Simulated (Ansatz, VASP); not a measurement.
## One calculation of ZrN, two programs

INCAR

```
SYSTEM = ZrN
PREC     = Accurate       ! precision mode
ENCUT    = 600            ! plane-wave cutoff, eV
EDIFF    = 1E-6           ! SCF threshold, eV
ISMEAR   = -1             ! smearing method
SIGMA    = 0.05           ! smearing width, eV
LREAL    = .False.        ! projectors in reciprocal space
LASPH    = .True.         ! aspherical terms in the spheres
NELM     = 120            ! most SCF steps
ALGO     = Normal         ! electronic algorithm
ISIF     = 2              ! what is computed and relaxed
LWAVE    = .False.        ! write WAVECAR
LCHARG   = .False.        ! write CHGCAR
GGA      = PE             ! functional
NBANDS   = 25             ! bands
GGA_COMPAT= .False.
```

The input KPOINTS:

```
Automatic mesh
0
Gamma
  10 10 7
  0 0 0
```

Contents of POSCAR:

```
ZrN
1.0
    2.2973547577      2.2973547577      0.0000000000
   -2.2973547577      2.2973547577      0.0000000000
    0.0000000000      0.0000000000      4.5947095154
Zr N
2 2
Direct
    0.0000000000      0.0000000000      0.0000000000
    0.5000000000      0.5000000000      0.5000000000
    0.5000000000      0.5000000000      0.0000000000
    0.0000000000      0.0000000000      0.5000000000
```

Input for Ansatz:

```yaml
crystal:
  lattice:
    - [2.2973547577, 2.2973547577, 0.0]
    - [-2.2973547577, 2.2973547577, 0.0]
    - [0.0, 0.0, 4.5947095154]
  atoms:
    - { symbol: Zr, position: [0.0, 0.0, 0.0] }
    - { symbol: Zr, position: [0.5, 0.5, 0.5] }
    - { symbol: "N", position: [0.5, 0.5, 0.0] }
    - { symbol: "N", position: [0.0, 0.0, 0.5] }
kpoints:
  mp_grid: { grid: [10, 10, 7] }
scf:
  occupations: { method: fermi_dirac, width: 0.05 }
hamiltonian:
  xc: pbe
  pseudopotentials: { kind: all_electron, lapw: { basis_error: 0.001 } }
output:
  forces: true
  stress: true
  eigenvalues: true
```

Alike in both runs: task single point; functional PBE; k mesh 10 × 10 × 7; occupations fermi-dirac, width 0.05 eV; no spin polarisation.

|  | VASP | Ansatz |
| --- | --- | --- |
| version | VASP 6.6.1 | Ansatz 0.2.0 |
| potentials or method | VASP PAW PBE potentials, release 64 (Zr_sv, N), cutoff 600 eV | all-electron LAPW, scalar-relativistic |

Ansatz gave:

| Property | Result |
| --- | --- |
| pressure (GPa) | 0.0 |

What did VASP give for the same quantities?

Pressure (GPa): 0.1.

Ansatz ran all-electron here, and VASP with PAW potentials.
